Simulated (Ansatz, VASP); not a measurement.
Two plane-wave programs on MoSe

File INCAR:

```
SYSTEM = MoSe
  PREC = Accurate
  ENCUT = 520
  EDIFF = 1E-6
  ISMEAR = 0
  SIGMA = 0.1
  LREAL = .False.
  LASPH = .True.
  NELM = 150
  ALGO = Normal
  ISIF = 2
  LWAVE = .False.
  LCHARG = .False.
  ISPIN = 2
  MAGMOM = 2 -2 0 0
  LORBIT = 11
  LMAXMIX = 4
  GGA = PE
  NBANDS = 32
```

KPOINTS

```
regular mesh
0
Gamma
  14 14 7
  0 0 0
```

File POSCAR:

```
MoSe
1.0
    0.0000000000      2.6101627283      2.6101627283
    2.6101627283      0.0000000000      2.6101627283
    5.2203254566      5.2203254566      0.0000000000
Mo Se
2 2
Direct
    1.0000000000      0.0000000000      0.0000000000
    1.0000000000      0.0000000000      0.5000000000
    0.5000000000      0.5000000000      0.2500000000
    0.5000000000      0.5000000000      0.7500000000
```

Input for Ansatz:

```yaml
crystal:
  lattice:
    - [0.0, 2.6101627283, 2.6101627283]
    - [2.6101627283, 0.0, 2.6101627283]
    - [5.2203254566, 5.2203254566, 0.0]
  atoms:
    - { symbol: Mo, position: [1.0, 0.0, 0.0], spin: 2.0 }
    - { symbol: Se, position: [0.5, 0.5, 0.25] }
    - { symbol: Mo, position: [1.0, 0.0, 0.5], spin: -2.0 }
    - { symbol: Se, position: [0.5, 0.5, 0.75] }
basis:
  ecutwfc: 420
kpoints:
  mp_grid: { grid: [14, 14, 7] }
hamiltonian:
  xc: pbe
scf:
  occupations: { method: gaussian, width: 0.1 }
  lower_state_search: "off"
output:
  forces: true
  stress: true
  eigenvalues: true
  populations: true
magnetization:
  spin_polarized: true
```

Alike in both runs: task single point; functional PBE; k mesh 14 × 14 × 7; occupations gaussian, width 0.1 eV; collinear spin.

|  | VASP | Ansatz |
| --- | --- | --- |
| version | VASP 6.6.1 | Ansatz 0.2.0 |
| potentials or method | VASP PAW PBE potentials, release 64 (Mo_sv, Se), cutoff 520 eV | scalar-relativistic, plane waves, PAW |
| valence electrons in the cell | 40 | 60 |

|  | VASP | Ansatz | Ansatz less VASP |
| --- | --- | --- | --- |
| gap on the k mesh at the Fermi level (eV) | none | none | - |
| pressure (GPa) | 4.1 | 3.9 | -0.20 |
| net moment per atom (μB) | 0.00 | 0.00 | 0.000 |
| size of the moment on the site where the two differ most (μB) | 1.33 | 1.16 | -0.169 |

Site moments also hang on the region over which each program counts them. A gap of «none» marks a metal or a gap that the smearing closes. VASP's potentials hold 40 valence electrons a cell and Ansatz's 60, so a difference there can come from the potentials and not from the codes.
